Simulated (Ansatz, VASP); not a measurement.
**KCl in VASP and in Ansatz**

```
K Cl
1.0
     0.00000    3.50728    3.43573
     3.50728    0.00000    3.43573
     3.50728    3.50728    0.00000
K Cl
1 1
Direct
  0.00000 0.00000 0.00000
  0.25000 0.25000 0.25000
```

Change from the starting cell: uniaxial_z strain -2.0%.

Alike in both runs: task single point; functional HSE06; k mesh 4 × 4 × 4; no spin polarisation.

```csv
,VASP,Ansatz
version,VASP 6.6.1,Ansatz 0.2.0
potentials or method,"VASP PAW PBE potentials, release 64 (K_sv, Cl)","plane waves, PAW"
plane-wave cutoff (eV),520,420
occupations,"gaussian, width 0.01 eV",fixed
valence electrons in the cell,16,16
```

|  | VASP | Ansatz | Ansatz less VASP |
| --- | --- | --- | --- |
| gap on the k mesh at the Fermi level (eV) | 6.06 | 6.06 | +0.001 |
| pressure (GPa) | 0.4 | 0.4 | -0.03 |

Ansatz's warnings: stress exchange threshold loose, stress scf threshold loose.
